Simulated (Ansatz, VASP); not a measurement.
Cs: VASP beside Ansatz

The input INCAR:

```
SYSTEM = Cs
ALGO     = Normal         ! electronic algorithm
EDIFF    = 1E-6           ! SCF threshold, eV
ENCUT    = 520            ! plane-wave cutoff, eV
GGA      = PE             ! functional
ISIF     = 2              ! what is computed and relaxed
ISMEAR   = -1             ! smearing method
LASPH    = .TRUE.         ! aspherical terms in the spheres
LCHARG   = .TRUE.         ! write CHGCAR
LELF     = .TRUE.         ! ELF
LREAL    = .FALSE.        ! projectors in reciprocal space
LVHAR    = .TRUE.       
LWAVE    = .FALSE.        ! write WAVECAR
NBANDS   = 10             ! bands
NELM     = 60             ! most SCF steps
PREC     = Accurate       ! precision mode
SIGMA    = 0.1            ! smearing width, eV
```

KPOINTS

```
k-points
0
G
  12 12 12
  0 0 0
```

The input POSCAR:

```
Cs
1.0
   -3.0771544685      3.0771544685      3.0771544685
    3.0771544685     -3.0771544685      3.0771544685
    3.0771544685      3.0771544685     -3.0771544685
Cs
1
Direct
    0.0000000000      0.0000000000      0.0000000000
```

Input for Ansatz:

```yaml
crystal:
  lattice:
    - [-3.0771544685, 3.0771544685, 3.0771544685]
    - [3.0771544685, -3.0771544685, 3.0771544685]
    - [3.0771544685, 3.0771544685, -3.0771544685]
  atoms:
    - { symbol: Cs, position: [0.0, 0.0, 0.0] }
hamiltonian:
  xc: pbe
  pseudopotentials:
    kind: paw
    azcp:
      Cs: "pseudopotentials/Cs.paw.azcp"
basis:
  ecutwfc: 420
  fft_grid_basis: typed
kpoints:
  mp_grid: { grid: [12, 12, 12], shift: [0, 0, 0] }
magnetization:
  spin_polarized: false
scf:
  occupations: { method: fermi_dirac, width: 0.1 }
output:
  stress: true
```

Alike in both runs: task single point; functional PBE; k mesh 12 × 12 × 12; occupations fermi-dirac, width 0.1 eV; no spin polarisation.

```csv
,VASP,Ansatz
version,VASP 6.6.1,Ansatz 0.2.0
potentials or method,"VASP PAW PBE potentials, release 64 (Cs_sv), cutoff 520 eV","plane waves (420 eV) with PAW, scalar-relativistic"
valence electrons in the cell,9,9
```

|  | VASP | Ansatz | Ansatz less VASP |
| --- | --- | --- | --- |
| pressure (GPa) | 0.0 | 0.0 | +0.01 |

With one functional, cell and mesh, what is left measures potentials, basis and numerics.

Spin-orbit coupling is off throughout.
